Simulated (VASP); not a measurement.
# NbP (I4_1md) in VASP: further runs

NbP is run at these levels: PBEsol; tasks: single point.

Everything below comes from runs of VASP 6.6.1. Logs are shortened: lines on timing, memory, paths and dates and some standing lists are left out, and cuts for length are marked.

**1. The cell of the first run**

Symmetry: I4_1md, No. 109, tetragonal system. Conventional cell: a = 3.320 Å, b = 3.320 Å, c = 11.290 Å, α = 90.00°, β = 90.00°, γ = 90.00°. Within 3.4 Å of Nb (site symmetry 2mm) lie 6 P at 2.52 Å and 8 Nb at 3.27 to 3.32 Å. P (site symmetry 2mm) has 6 Nb at 2.52 Å and 8 P at 3.27 to 3.32 Å within 3.4 Å.

**2. Single point, PBEsol**

INCAR

```
SYSTEM = NbP
PREC = Accurate
ENCUT = 520
EDIFF = 1E-6
ISMEAR = 0
SIGMA = 0.15
LREAL = .False.
LASPH = .True.
NELM = 60
ALGO = Normal
ISIF = 2
LWAVE = .False.
LCHARG = .False.
GGA = PS
NBANDS = 46
```

KPOINTS

```
regular mesh
0
Gamma
  8 8 8
  0 0 0
```

POSCAR

```
NbP
1.0
   -3.3202500371      3.3202500371      0.0000000000
    3.3202500371      3.3202500371      0.0000000000
    1.6601250185     -1.6601250185     -5.6451939432
Nb P
4 4
Direct
    0.7498125512      0.5000000000      0.4996251024
    0.2498125512      0.0000000000      0.4996251024
    0.2498125512      0.2500000000      0.9996251024
    0.7498125512      0.7500000000      0.9996251024
    0.1675588738      0.5000000000      0.3351177476
    0.6675588738      0.0000000000      0.3351177476
    0.6675588738      0.2500000000      0.8351177476
    0.1675588738      0.7500000000      0.8351177476
```

Potentials or basis: VASP PAW PBE potentials, release 64 (Nb_sv, P).

Started as:

```sh
$ cat potpaw_PBE.64/Nb_sv/POTCAR potpaw_PBE.64/P/POTCAR > POTCAR
$ mpirun -np 1 vasp_std > vasp.out
```

OUTCAR:

```text
SYSTEM = NbP
   PREC = Accurate
   ENCUT = 520
   EDIFF = 1E-6
   ISMEAR = 0
   LREAL = .False.
   LASPH = .True.
   NELM = 60
   ISIF = 2
   GGA = PS

 ion  position               nearest neighbor table
   1  0.750  0.500  0.500-   7 2.52   8 2.52   5 2.52   6 2.52   6 2.52   5 2.52
   2  0.250  0.000  0.500-   8 2.52   7 2.52   6 2.52   5 2.52   5 2.52   6 2.52
   3  0.250  0.250  1.000-   5 2.52   6 2.52   7 2.52   8 2.52   8 2.52   7 2.52
   4  0.750  0.750  1.000-   6 2.52   5 2.52   8 2.52   7 2.52   7 2.52   8 2.52
   5  0.168  0.500  0.335-   3 2.52   4 2.52   1 2.52   2 2.52   2 2.52   1 2.52
   6  0.668  0.000  0.335-   4 2.52   3 2.52   2 2.52   1 2.52   1 2.52   2 2.52
   7  0.668  0.250  0.835-   1 2.52   2 2.52   3 2.52   4 2.52   4 2.52   3 2.52
   8  0.168  0.750  0.835-   2 2.52   1 2.52   4 2.52   3 2.52   3 2.52   4 2.52

  LATTYP: Found a base centered orthorhombic cell.
 ALAT       =     4.6955426329
 B/A-ratio  =     2.4044905497
 C/A-ratio  =     1.0000000000

  Lattice vectors:

 A1 = (   1.6601250186,  -1.6601250186,   5.6451939432)
 A2 = (   1.6601250185,  -1.6601250185,  -5.6451939432)
 A3 = (   3.3202500371,   3.3202500371,   0.0000000000)

Analysis of symmetry for initial positions (statically):
=====================================================================
 Subroutine PRICEL returns following result:

  LATTYP: Found a body centered tetragonal cell.
 ALAT       =     3.3202500371
 C/A-ratio  =     3.4004631459

  Lattice vectors:

 A1 = (  -1.6601250185,  -1.6601250186,   5.6451939432)
 A2 = (   1.6601250186,   1.6601250185,   5.6451939432)
 A3 = (  -1.6601250186,   1.6601250186,  -5.6451939432)

   2 primitive cells build up your supercell.

 Routine SETGRP: Setting up the symmetry group for a
 base centered orthorhombic supercell.

 Subroutine GETGRP returns: Found  4 space group operations
 (whereof  2 operations were pure point group operations)
 out of a pool of  8 trial point group operations.

The static configuration has the point symmetry C_2 .
 The point group associated with its full space group is C_2v.

Analysis of symmetry for dynamics (positions and initial velocities):
=====================================================================
 Subroutine PRICEL returns following result:

  LATTYP: Found a body centered tetragonal cell.
 ALAT       =     3.3202500371
 C/A-ratio  =     3.4004631459

  Lattice vectors:

 A1 = (  -1.6601250185,  -1.6601250186,   5.6451939432)
 A2 = (   1.6601250186,   1.6601250185,   5.6451939432)
 A3 = (  -1.6601250186,   1.6601250186,  -5.6451939432)

   2 primitive cells build up your supercell.

 Routine SETGRP: Setting up the symmetry group for a
 base centered orthorhombic supercell.

 Subroutine GETGRP returns: Found  4 space group operations
 (whereof  2 operations were pure point group operations)
 out of a pool of  8 trial point group operations.

The dynamic configuration has the point symmetry C_2 .
 The point group associated with its full space group is C_2v.

 Subroutine INISYM returns: Found  4 space group operations
 (whereof  2 operations are pure point group operations),
 and found     2 'primitive' translations

----------------------------------------------------------------------------------------

                                     Primitive cell

  volume of cell :      62.2330

  direct lattice vectors                    reciprocal lattice vectors
    -1.660125019 -1.660125019  5.645193943    -0.301182137  0.000000000  0.088570916
     1.660125019  1.660125019  5.645193943     0.000000000  0.301182137  0.088570916
    -1.660125019  1.660125019 -5.645193943    -0.301182137  0.301182137  0.000000000

  length of vectors
     6.113938568  6.113938568  6.113938568     0.313935482  0.313935482  0.425935862

  position of ions in fractional coordinates (direct lattice)
     0.750187449  0.750187449  0.000000000
     0.000187449  0.500187449  0.500000000
     0.332441126  0.332441126  1.000000000
     0.582441126  0.082441126  0.500000000

[... 49 lines left out ...]
  Thomas-Fermi vector in A             =   2.490415
   LORBIT       =      0    0 simple, 1 ext, 2 COOP (PROOUT), +10 PAW based schemes
   GGA     = PS    functional components
   LHFCALC =     F    Hartree Fock is set to
   AEXX    =    0.0000 exact exchange contribution
   IVDW    =     0    specifies the selected vdW correction
   LEPSILON=     F    determine dielectric tensor
   LRPA    =     F    only Hartree local field effects (RPA)
 non-spin polarized calculation
 Gauss-broadening in eV      SIGMA  =   0.15
  energy-cutoff  :      520.00
  volume of cell :      124.47
 maximum number of plane-waves:      3397
   NGX = 17   NGY = 17   NGZ = 23

 number of electron      72.0000005 magnetization

 Free energy of the ion-electron system (eV)
  ---------------------------------------------------
  ext. energy  EPLUGINS =         0.00000000
  ---------------------------------------------------
  free energy    TOTEN  =       -75.68493031 eV

  energy without entropy =      -75.67399023  energy(sigma->0) =      -75.67946027

 E-fermi :  10.9124     XC(G=0): -12.2681

 val. band max:       10.9026626282   @ k =   0.5000   0.5000   0.1250
 cond. band min:      10.9294935745   @ k =   0.5000   0.5000   0.2500
 fundamental gap:      0.0268309463
 Fermi energy:        10.9123568972

 k-point     1 :       0.0000    0.0000    0.0000
  band No.  band energies     occupation
      1     -43.8197      2.00000
      2     -43.7740      2.00000
      3     -43.7578      2.00000
      4     -43.7578      2.00000
      5     -20.2020      2.00000
      6     -20.2020      2.00000
[... 38 lines left out ...]
     45      14.1827      0.00000
     46      14.4742      0.00000

 k-point     2 :       0.1250    0.0000   -0.0000
  band No.  band energies     occupation
      1     -43.8173      2.00000
      2     -43.7734      2.00000
      3     -43.7601      2.00000
      4     -43.7584      2.00000
      5     -20.1949      2.00000
      6     -20.1935      2.00000
[... 1070 lines left out ...]
 k-point    24 :       0.3750    0.5000   -0.0000
  band No.  band energies     occupation
      1     -43.7889      2.00000
      2     -43.7889      2.00000
      3     -43.7651      2.00000
      4     -43.7651      2.00000
      5     -20.2445      2.00000
      6     -20.2445      2.00000
[... 38 lines left out ...]
     45      14.1820      0.00000
     46      14.1840      0.00000

 [... further k-points ...]

------------------------ aborting loop because EDIFF is reached ----------------------------------------

  FORCE on cell =-STRESS in cart. coord.  units (eV):
  Direction    XX          YY          ZZ          XY          YZ          ZX
  --------------------------------------------------------------------------------------
  -------------------------------------------------------------------------------------
  Total       -0.1620169     -0.1620169     -0.2039214      0.0001222      0.0000000     -0.0000000
  in kB       -2.0855496     -2.0855496     -2.6249618      0.0015733      0.0000000     -0.0000000
  external PRESSURE =      -2.2653537 kB  Pullay stress =       0.0000000 kB

 VOLUME and BASIS-vectors are now :
 -----------------------------------------------------------------------------
  energy-cutoff  :      520.00
  volume of cell :      124.47
      direct lattice vectors                 reciprocal lattice vectors
    -3.320250037  3.320250037  0.000000000    -0.150591068  0.150591068 -0.088570916
     3.320250037  3.320250037  0.000000000     0.150591068  0.150591068  0.000000000
     1.660125019 -1.660125019 -5.645193943     0.000000000  0.000000000 -0.177141833

 POSITION                                       TOTAL-FORCE (eV/Angst)
 -----------------------------------------------------------------------------------
     -0.00000      3.32025     -2.82048        -0.000000      0.000000     -0.001918
     -0.00000      0.00000     -2.82048        -0.000000      0.000000     -0.001918
      1.66013      0.00000     -5.64308        -0.000000      0.000000     -0.001918
      1.66013      3.32025     -5.64308        -0.000000      0.000000     -0.001918
      1.66013      1.66013     -1.89180         0.000000     -0.000000      0.001918
     -1.66013      1.66013     -1.89180         0.000000     -0.000000      0.001918
     -0.00000      1.66013     -4.71440         0.000000     -0.000000      0.001918
      3.32025      1.66013     -4.71440         0.000000     -0.000000      0.001918
 -----------------------------------------------------------------------------------
    total drift:                               -0.000003      0.000003      0.000106

  FREE ENERGIE OF THE ION-ELECTRON SYSTEM (eV)
  ---------------------------------------------------
  free  energy   TOTEN  =       -75.6849303070 eV

  energy  without entropy=      -75.6739902330  energy(sigma->0) =      -75.67946027
```

Wall time 6.4 min (1 thread of Intel Xeon Platinum 8559C (Emerald Rapids), shared host); peak memory 0.54 GiB.

What came out:

```
Free energy            : -75.6849 eV
Pressure               : -0.2 GPa
Band gap on the k mesh : 0.01 eV
```

Caveat: the smearing spreads over this small gap; semilocal functionals underestimate gaps, and a narrow one can read as zero; the PAW data sets were made with another functional, which shifts forces and pressure a little.

**3. Single point, PBEsol (biaxial strain in the a-b plane: +2.0 %)**

INCAR

```
  PREC = Accurate
  ENCUT = 520
  EDIFF = 1E-7
  ISMEAR = 0
  SIGMA = 0.1
  LREAL = F
  LASPH = T
  NELM = 60
  ALGO = Normal
  ISIF = 2
  LWAVE = F
  LCHARG = F
  GGA = PS
  NBANDS = 46
```

KPOINTS

```
Automatic mesh
0
Gamma
  10 10 4
```

POSCAR

```
NbP
1.0
    3.3866550357      0.0000000000      0.0000000000
    0.0000000000      3.3866550357      0.0000000000
    0.0000000000      0.0000000000     11.1549032374
Nb P
4 4
Direct
    0.5000000000      0.5000000000      0.0006125856
    0.0000000000      0.5000000000      0.7506125856
    0.0000000000      0.0000000000      0.5006125856
    0.5000000000      0.0000000000      0.2506125856
    0.0000000000      0.0000000000      0.0820159894
    0.5000000000      0.0000000000      0.8320159894
    0.5000000000      0.5000000000      0.5820159894
    0.0000000000      0.5000000000      0.3320159894
```

Potentials or basis: VASP PAW PBE potentials, release 64 (Nb_sv, P).

Started as:

```sh
$ cat potpaw_PBE.64/Nb_sv/POTCAR potpaw_PBE.64/P/POTCAR > POTCAR
$ mpirun -np 1 vasp_std > vasp.out
```

Wall time 8.3 min (1 thread of Oxide Virtual Turin-like, shared host); peak memory 0.39 GiB.

It converged, with:

```
Free energy            : -75.5427 eV
Pressure               : -6.1 GPa
Largest force          : 0.056 eV/Å
Band gap on the k mesh : 0.04 eV
```

Forces on the atoms (eV/Å):
```
Nb   0.000  0.000  0.056
Nb   0.000  0.000  0.056
Nb   0.000  0.000  0.056
Nb   0.000  0.000  0.056
P    0.000  0.000 -0.056
P    0.000  0.000 -0.056
P    0.000  0.000 -0.056
P    0.000  0.000 -0.056
```

Stress tensor (GPa, compression positive):
```
-8.30  0.00  0.00
 0.00 -8.30  0.00
 0.00  0.00 -1.64
```

Levels at points of the mesh, in eV from the valence-band top:
| k point | band 34 | band 35 | band 36 | band 37 | band 38 | band 39 |
| --- | --- | --- | --- | --- | --- | --- |
| (0.00, 0.00, 0.00) | -1.42 | -0.69 | -0.69 | 0.63 | 1.05 | 1.05 |
| (0.50, 0.00, 0.00) | -1.40 | -0.15 | -0.15 | 0.16 | 0.16 | 1.55 |
| (0.50, 0.50, 0.00) | -0.52 | -0.52 | -0.52 | 2.80 | 2.80 | 2.80 |
| (0.00, 0.00, 0.50) | -1.02 | -1.02 | -1.02 | 0.75 | 0.75 | 1.39 |
| (0.50, 0.00, 0.50) | -1.40 | 0.00 | 0.00 | 0.07 | 0.07 | 1.31 |
| (0.50, 0.50, 0.50) | -0.51 | -0.51 | -0.51 | 2.81 | 2.81 | 2.81 |

Caveat: the cell differs from its parent crystal (biaxial strain in the a-b plane: +2.0 %); the stress differs along the axes, from -8 to -2 GPa; semilocal functionals underestimate gaps, and a narrow one can read as zero; the PAW data sets were made with another functional, which shifts forces and pressure a little. A k mesh can miss the band edges.

**4. Single point, PBEsol (biaxial strain in the a-b plane: +3.0 %)**

INCAR

```
SYSTEM = NbP
ALGO     = Fast           ! electronic algorithm
EDIFF    = 1E-6           ! SCF threshold, eV
ENCUT    = 520            ! plane-wave cutoff, eV
GGA      = PS             ! functional
ISIF     = 2              ! what is computed and relaxed
ISMEAR   = 0              ! smearing method
LASPH    = .True.         ! aspherical terms in the spheres
LCHARG   = .False.        ! write CHGCAR
LREAL    = .False.        ! projectors in reciprocal space
LWAVE    = .False.        ! write WAVECAR
NBANDS   = 46             ! bands
NELM     = 100            ! most SCF steps
PREC     = Accurate       ! precision mode
SIGMA    = 0.1            ! smearing width, eV
```

KPOINTS

```
k-points
0
Gamma
  10 10 4
  0 0 0
```

POSCAR

```
NbP
1.0
    3.4198575361      0.0000000000      0.0000000000
    0.0000000000      3.4198575361      0.0000000000
    0.0000000000      0.0000000000     11.0871609101
Nb P
4 4
Direct
    0.5000000000      0.5000000000      0.0010248331
    0.0000000000      0.5000000000      0.7510248331
    0.0000000000      0.0000000000      0.5010248331
    0.5000000000      0.0000000000      0.2510248331
    0.0000000000      0.0000000000      0.0816037419
    0.5000000000      0.0000000000      0.8316037419
    0.5000000000      0.5000000000      0.5816037419
    0.0000000000      0.5000000000      0.3316037419
```

Started as:

```sh
$ cat potpaw_PBE.64/Nb_sv/POTCAR potpaw_PBE.64/P/POTCAR > POTCAR
$ mpirun -np 1 vasp_std > vasp.out
```

Run time: 25 min. Hardware: 1 thread of Oxide Virtual Turin-like, shared host; peak memory 0.39 GiB.

The run converged. Its results:

* Free energy: -75.3958 eV
* Pressure: -8.6 GPa
* Largest force: 0.026 eV/Å
* Band gap on the k mesh: 0.03 eV

Forces on the atoms (eV/Å):
```
Nb   0.000  0.000  0.026
Nb   0.000  0.000  0.026
Nb   0.000  0.000  0.026
Nb   0.000  0.000  0.026
P    0.000  0.000 -0.026
P    0.000  0.000 -0.026
P    0.000  0.000 -0.026
P    0.000  0.000 -0.026
```

Stress tensor (GPa, compression positive):
```
-11.85   0.00   0.00
  0.00 -11.85   0.00
  0.00   0.00  -2.14
```

Levels at points of the mesh, in eV from the valence-band top:
```
           k point  band 34  band 35  band 36  band 37  band 38  band 39
(0.00, 0.00, 0.00)    -1.36    -0.76    -0.76     0.56     0.99     0.99
(0.50, 0.00, 0.00)    -1.30    -0.16    -0.16     0.24     0.24     1.57
(0.50, 0.50, 0.00)    -0.53    -0.53    -0.53     2.68     2.68     2.68
(0.00, 0.00, 0.50)    -1.06    -1.06    -1.06     0.68     0.68     1.34
(0.50, 0.00, 0.50)    -1.29     0.00     0.00     0.15     0.15     1.31
(0.50, 0.50, 0.50)    -0.53    -0.53    -0.53     2.69     2.70     2.71
```

Caveat: the cell differs from its parent crystal (biaxial strain in the a-b plane: +3.0 %); the stress differs along the axes, from -12 to -2 GPa; semilocal functionals underestimate gaps, and a narrow one can read as zero; the PAW data sets were made with another functional, which shifts forces and pressure a little. A k mesh can miss the band edges.

**5. Single point, PBEsol (biaxial strain in the a-b plane: +2.0 %, then relaxed in part)**

INCAR

```
PREC = Accurate
ENCUT = 520
EDIFF = 1E-6
ISMEAR = 0
SIGMA = 0.1
LREAL = F
LASPH = T
NELM = 60
ALGO = Normal
ISIF = 2
LWAVE = F
LCHARG = F
GGA = PS
NBANDS = 46
```

KPOINTS

```
regular mesh
0
Gamma
  10 10 4
```

POSCAR: that of step 4 with these lines changed.

```diff
@@ -2,5 +2,5 @@
 1.0
-    3.4198575361      0.0000000000      0.0000000000
-    0.0000000000      3.4198575361      0.0000000000
-    0.0000000000      0.0000000000     11.0871609101
+    3.3866550357      0.0000000000      0.0000000000
+    0.0000000000      3.3866550357      0.0000000000
+    0.0000000000      0.0000000000     11.0894485677
 Nb P
```

Started as:

```sh
$ cat potpaw_PBE.64/Nb_sv/POTCAR potpaw_PBE.64/P/POTCAR > POTCAR
$ mpirun -np 1 vasp_std > vasp.out
```

Run time: 14 min. Hardware: 1 thread of Oxide Virtual Turin-like, shared host; peak memory 0.39 GiB.

It converged, with:

```
Free energy            : -75.5476 eV
Pressure               : -5.2 GPa
Band gap on the k mesh : 0.03 eV
```

Forces on the atoms (eV/Å):
```
Nb   0.000  0.000 -0.002
Nb   0.000  0.000 -0.002
Nb   0.000  0.000 -0.002
Nb   0.000  0.000 -0.002
P    0.000  0.000  0.002
P    0.000  0.000  0.002
P    0.000  0.000  0.002
P    0.000  0.000  0.002
```

Stress tensor (GPa, compression positive):
```
-7.63  0.00  0.00
 0.00 -7.63  0.00
 0.00  0.00 -0.21
```

Levels at points of the mesh, in eV from the valence-band top:
```tsv
k point	band 34	band 35	band 36	band 37	band 38	band 39
(0.00, 0.00, 0.00)	-1.42	-0.70	-0.70	0.61	1.04	1.04
(0.50, 0.00, 0.00)	-1.36	-0.16	-0.16	0.20	0.20	1.59
(0.50, 0.50, 0.00)	-0.53	-0.53	-0.53	2.81	2.81	2.81
(0.00, 0.00, 0.50)	-1.03	-1.03	-1.03	0.73	0.73	1.38
(0.50, 0.00, 0.50)	-1.38	0.00	0.00	0.11	0.11	1.34
(0.50, 0.50, 0.50)	-0.52	-0.52	-0.52	2.82	2.82	2.82
```

Caveat: the cell differs from its parent crystal (biaxial strain in the a-b plane: +2.0 %, then relaxed in part); the stress differs along the axes, from -8 to -0 GPa; semilocal functionals underestimate gaps, and a narrow one can read as zero; the PAW data sets were made with another functional, which shifts forces and pressure a little. A k mesh can miss the band edges.

**6. Overview**

| cell | k mesh | smearing | gap on the mesh (eV) | pressure (GPa) | largest force (eV/Å) |
| --- | --- | --- | --- | --- | --- |
| a = 4.696, b = 4.696, c = 6.114 Å, angles 90.0, 112.6, 90.0°, 8 atoms, atomic positions A | 8 × 8 × 8 | gaussian 0.15 eV | 0.01 | -0.2 | - |
| a = 3.387, b = 3.387, c = 11.155 Å, 8 atoms, atomic positions B | 10 × 10 × 4 | gaussian 0.1 eV | 0.04 | -6.1 | 0.06 |
| a = 3.420, b = 3.420, c = 11.087 Å, 8 atoms, atomic positions C | 10 × 10 × 4 | gaussian 0.1 eV | 0.03 | -8.6 | 0.03 |
| a = 3.387, b = 3.387, c = 11.089 Å, 8 atoms, atomic positions C | 10 × 10 × 4 | gaussian 0.1 eV | 0.03 | -5.2 | - |

Alike in all rows: task single point; level PBEsol; potentials or basis VASP PAW PBE potentials, release 64 (Nb_sv, P); no spin polarisation; cutoff (eV) 520.

Caveats: semilocal functionals underestimate gaps, and a narrow one can read as zero; the PAW data sets were made with another functional, which shifts forces and pressure a little; the smearing spreads over this small gap (at least some runs); the stress differs along the axes, from -8 to -2 GPa (at least some runs); the stress differs along the axes, from -12 to -2 GPa (at least some runs); the stress differs along the axes, from -8 to -0 GPa (at least some runs).

Absolute energies hang on the potentials; compare differences alone.
